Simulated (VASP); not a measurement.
The system is TaN.

```xyz
2
Lattice="2.9502 0.0000 0.0000 -1.4751 2.5549 0.0000 0.0000 0.0000 2.8978" Properties=species:S:1:pos:R:3 pbc="T T T"
Ta    0.0000    1.7033    1.4489
N     0.0000    0.0000    0.0000
```

* Program: VASP 6.6.1
* Task: relaxation of cell and atoms
* Functional: PBEsol
* Potentials or basis: VASP PAW PBE potentials, release 64 (Ta_pv, N)
* Cutoff: 600 eV
* k mesh: 18 × 18 × 14
* Occupations: gaussian, width 0.1 eV
* Spin: no spin polarisation

At the start: pressure -8.7 GPa; volume 10.92 Å³/atom.

Q: How do energy, volume and symmetry change on relaxing?

A: Over 10 steps the energy falls by 7.6 meV/atom and the volume is 10.65 Å³/atom (-2.5 %); space group P-6m2 (No. 187, to 0.05 Å).

The path:
```tsv
step	energy change (eV)	largest force (eV/Å)	pressure (GPa)	volume (Å³)
1	0.0000	0.0000	-8.74	21.84
2	0.0848	0.0000	26.15	20.01
3	-0.0152	0.0000	-0.25	21.31
4	-0.0152	0.0000	-0.03	21.30
5	-0.0152	0.0000	0.15	21.29
6	-0.0152	0.0000	-0.35	21.32
7	-0.0152	0.0000	-0.06	21.30
8	-0.0152	0.0000	-0.07	21.30
9	-0.0152	0.0000	0.08	21.29
10	-0.0152	0.0000	0.02	21.30
```

Final structure:
```
Ta N
1.0
     2.92570    0.00000    0.00000
    -1.46285    2.53373    0.00000
     0.00000    0.00000    2.87291
Ta N
1 1
Direct
  0.33333 0.66667 0.50000
  0.00000 0.00000 0.00000
```

Caveat: the PAW data sets were made with another functional, which shifts forces and pressure a little.
